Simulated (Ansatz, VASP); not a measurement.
MgO: VASP beside Ansatz

```xyz
4
Lattice="3.5199 0.0000 0.0000 -1.7599 3.0483 0.0000 0.0000 0.0000 4.4463" Properties=species:S:1:pos:R:3 pbc="T T T"
Mg    1.7599    1.0161    3.3347
Mg    0.0000    2.0322    1.1116
O     1.7599    1.0161    1.1116
O     0.0000    2.0322    3.3347
```

Alike in both runs: task single point; functional PBE; k mesh 9 × 9 × 6; occupations gaussian, width 0.05 eV; no spin polarisation.

|  | VASP | Ansatz |
| --- | --- | --- |
| version | VASP 6.6.1 | Ansatz 0.2.0 |
| potentials or method | VASP PAW PBE potentials, release 64 (Mg, O), cutoff 520 eV | scalar-relativistic, plane waves, PAW |
| valence electrons in the cell | 16 | 32 |

Ansatz gave:

- gap on the k mesh at the Fermi level (eV): 2.97
- least direct gap on the mesh (eV): 2.97
- pressure (GPa): -5.0
- traceless stress, the component that is largest in VASP (GPa): -3.46

Task: Estimate VASP's values.

Result: gap on the k mesh at the Fermi level (eV): 2.95; least direct gap on the mesh (eV): 2.95; pressure (GPa): -5.5; traceless stress, the component that is largest in VASP (GPa): -3.56.

The functional is the same, so the differences come from potentials, cutoffs and numerics. VASP's potentials hold 16 valence electrons a cell and Ansatz's 32, so a difference there can come from the potentials and not from the codes.
